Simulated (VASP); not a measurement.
Write the native input for VASP 6.6.1 that does the following.

```
Task                   : relaxation of shape and atoms at fixed volume
Functional             : LDA
Potentials or basis    : VASP PAW LDA potentials, release 64 (I)
Cutoff                 : 600 eV
k mesh                 : 12 × 12 × 7
Occupations            : fermi-dirac, width 0.08 eV
Spin                   : no spin polarisation
Dipole correction      : no
Further INCAR settings : ALGO = Normal; EDIFF = 1e-06; IBRION = 2; EDIFFG = -0.005; NSW = 50; ISIF = 4
```

The structure of I lies in POSCAR:

```
I
1.0
    3.7438389238      0.0000000000      0.0000000000
   -1.8719194619      3.2422596157      0.0000000000
    0.0000000000      0.0000000000      4.6174147509
I
2
Direct
    0.3333333333      0.6666666667      0.2500000000
    0.6666666667      0.3333333333      0.7500000000
```

The input as run:

INCAR

```
PREC = Accurate
ENCUT = 600
EDIFF = 1E-6
ISMEAR = -1
SIGMA = 0.08
LREAL = F
LASPH = T
NELM = 80
ALGO = Normal
ISIF = 4
LWAVE = F
LCHARG = F
IBRION = 2
NSW = 50
EDIFFG = -0.005
```

KPOINTS

```
Automatic mesh
0
Gamma
  12 12 7
```

Potentials or basis: VASP PAW LDA potentials, release 64 (I).

Launch:

```sh
$ cat potpaw_LDA.64/I/POTCAR > POTCAR
$ mpirun -np 1 vasp_std > vasp.out
```

It gave:

The energy gained by relaxing is 31.8 meV/atom. The ionic steps are 4 and the pressure after relaxing is 7.6 GPa. The band gap on the k mesh is zero (bands 7 and 8 overlap by 2.59 eV).

Caveat: spin-orbit coupling is left out, which moves the levels of the heavy elements.

Run time: 3.5 min on 1 thread of Intel Xeon 8259CL, on a shared host, peak memory 0.16 GiB.
